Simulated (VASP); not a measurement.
Runs of VASP 6.6.1 on CuAu. The structure is that of space group P4/mmm (No. 123), or close to it. The cells are those of the table. 

```tsv
task	level	potentials or basis	spin	cell	k mesh	cutoff (eV)	smearing	gap on the mesh (eV)	pressure (GPa)	moment (μB)
single point	PBE	VASP PAW PBE potentials, release 64 (Cu, Au)	off	a = 2.841, b = 2.841, c = 4.195 Å, 2 atoms	2 × 2 × 1, shifted	520	gaussian 0.1 eV	none	0.0	-
single point	PBE	VASP PAW PBE potentials, release 64 (Cu, Au)	off	a = 2.800, b = 2.800, c = 3.670 Å, 2 atoms	6 × 6 × 4	520	tetrahedron	none	7.5	-
single point	PBE	VASP PAW PBE potentials, release 64 (Cu, Au)	collinear, zero start	a = 2.800, b = 2.800, c = 3.670 Å, 2 atoms	6 × 6 × 4	520	gaussian 0.1 eV	none	7.1	0.00
single point	RPBE	VASP PAW PBE potentials, release 64 (Cu, Au)	off	a = 2.959, b = 2.959, c = 3.878 Å, 2 atoms	6 × 6 × 4	520	fermi-dirac 0.00861733 eV	none	-8.6	-
single point	PBE	VASP PAW PBE potentials, release 64 (Cu, Au)	off	a = 2.800, b = 2.800, c = 3.670 Å, 2 atoms	6 × 6 × 4	520	gaussian 0.1 eV	none	7.1	-
single point	PBE	VASP PAW PBE potentials, release 64 (Cu, Au)	off	a = 2.800, b = 2.800, c = 3.670 Å, 2 atoms	2 × 1 × 4	520	gaussian 0.1 eV	none	(b)	-
single point	PBE	VASP PAW PBE potentials, release 64 (Cu, Au)	off	a = 2.800, b = 2.800, c = 3.670 Å, 2 atoms	2 × 2 × 2	520	gaussian 0.1 eV	none	(a)	-
single point	PBE	VASP PAW PBE potentials, release 64 (Cu, Au)	collinear, ferromagnetic start	a = 2.800, b = 2.800, c = 3.670 Å, 2 atoms	4 × 4 × 3	520	fermi-dirac 0.33 eV	none	(c)	0.00
single point	RPBE	VASP PAW PBE potentials, release 64 (Cu, Au)	off	a = 2.800, b = 2.800, c = 3.670 Å, 2 atoms	6 × 6 × 4	520	methfessel-paxton 0.0057 eV	none	11.8	-
single point	LDA	VASP PAW LDA potentials, release 64 (Cu, Au)	off	a = 2.800, b = 2.800, c = 3.670 Å, 2 atoms	6 × 6 × 4	520	gaussian 0.1 eV	none	-6.2	-
relaxation of cell and atoms	PBE	VASP PAW PBE potentials, release 64 (Cu, Au)	off	relaxed from a = 2.800, b = 2.800, c = 3.670 Å, 2 atoms	2 × 2 × 1, shifted	600	gaussian 0.1 eV	none	-0.1	-
```

Task: Estimate the missing entries.

Result: (a) 15.0; (b) 1.8; (c) 8.1.

Caveats: all runs use coarse meshes; spin-orbit coupling is left out, which moves the levels of the heavy elements; the PAW data sets were made with another functional, which shifts forces and pressure a little (some runs).

A k mesh can miss the band edges, and the runs leave out spin-orbit coupling on Au.

A gap of «none» marks levels without a gap at the run's occupations.
